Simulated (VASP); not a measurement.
Ge, 2 atoms in the cell. The structure is tetragonal, space group I4_1/amd (No. 141). The conventional cell has a = 4.986 Å, b = 4.986 Å, c = 2.715 Å, α = 90.00°, β = 90.00°, γ = 90.00°. Ge (site symmetry -4m2) has 10 Ge at 2.58 to 3.22 Å within 3.4 Å. 

```yaml
Program: VASP 6.6.1
Task: single point
Functional: PBEsol
Potentials_or_basis: VASP PAW PBE potentials, release 64 (Ge_d)
Cutoff: 520 eV
k_mesh: 12 × 12 × 12
Occupations: methfessel-paxton, width 0.1 eV
Spin: no spin polarisation
Dipole_correction: no
Further_INCAR_settings: ALGO = Normal; EDIFF = 1e-07; NBANDS = 21
```

Potentials or basis: VASP PAW PBE potentials, release 64 (Ge_d).

Run with:

```bash
$ cat potpaw_PBE.64/Ge_d/POTCAR > POTCAR
$ mpirun -np 1 vasp_std > vasp.out
```

Hardware: 1 thread of Intel(R) Xeon(R) Platinum 8488C (Sapphire Rapids), with other jobs on the host.

How long does it take, and how much memory?

Run time: 78 s on 1 thread of Intel(R) Xeon(R) Platinum 8488C (Sapphire Rapids) (shared host), peak memory 0.22 GiB. Counts: scf iterations 12, k points 163.
